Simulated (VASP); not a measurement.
# Si3N4: single point with PBE

Si3N4:

```
Si N
1.0
     7.66365    0.00000    0.00000
    -3.83183    6.63692    0.00000
     0.00000    0.00000    2.92642
Si N
6 8
Cartesian
  -1.6051 5.1032 0.7316
  0.2149 2.6952 0.7316
  1.3902 5.4754 0.7316
  5.4370 1.5337 2.1948
  3.6169 3.9417 2.1948
  2.4416 1.1615 2.1948
  0.0000 4.4246 0.7316
  3.8318 2.2123 2.1948
  2.4109 0.2046 0.7316
  6.2810 1.9856 0.7316
  2.8036 4.4468 0.7316
  1.4210 6.4323 2.1948
  -2.4492 4.6514 2.1948
  1.0282 2.1902 2.1948
```

| Property | Result |
| --- | --- |
| Program | VASP 6.6.1 |
| Task | single point |
| Functional | PBE |
| Potentials or basis | VASP PAW PBE potentials, release 64 (Si, N) |
| Cutoff | 520 eV |
| k mesh | 6 × 6 × 8 |
| Occupations | gaussian, width 0.01 eV |
| Spin | no spin polarisation |
| Dipole correction | no |
| Further INCAR settings | ALGO = Normal; EDIFF = 1e-07; NBANDS = 45 |

```
Pressure               : -0.3 GPa
Largest force          : 0.003 eV/Å
Band gap on the k mesh : 4.26 eV (least direct gap 4.44 eV)
```

Forces on the atoms (eV/Å):
```
Si   0.001  0.003  0.000
Si  -0.003  0.000  0.000
Si   0.002 -0.003  0.000
Si  -0.001 -0.003  0.000
Si   0.003  0.000  0.000
Si  -0.002  0.003  0.000
N    0.000  0.000  0.000
N    0.000  0.000  0.000
N   -0.002 -0.002  0.000
N    0.002 -0.001  0.000
N   -0.001  0.002  0.000
N    0.002  0.002  0.000
N   -0.002  0.001  0.000
N    0.001 -0.002  0.000
```

Levels at points of the mesh, in eV from the valence-band top:
| k point | band 28 | band 29 | band 30 | band 31 | band 32 | band 33 | band 34 | band 35 | band 36 | band 37 |
| --- | --- | --- | --- | --- | --- | --- | --- | --- | --- | --- |
| (0.00, 0.00, 0.00) | -1.25 | -1.25 | -0.43 | -0.38 | -0.18 | 4.26 | 4.60 | 4.79 | 4.79 | 5.09 |
| (0.50, 0.00, 0.00) | -1.64 | -1.31 | -0.75 | -0.31 | -0.23 | 4.52 | 4.63 | 4.79 | 5.17 | 5.73 |
| (0.00, 0.00, 0.50) | -1.57 | -1.57 | -1.57 | -1.29 | -1.29 | 4.66 | 4.66 | 4.66 | 4.66 | 7.21 |
| (0.50, 0.00, 0.50) | -1.82 | -1.45 | -1.45 | -1.01 | -1.01 | 4.70 | 4.70 | 5.78 | 5.78 | 6.14 |

It took 4 min on 1 thread of Intel(R) Xeon(R) Platinum 8375C CPU @ 2.90GHz (Ice Lake), on a shared host, peak memory 0.38 GiB.

A k mesh can miss the band edges.
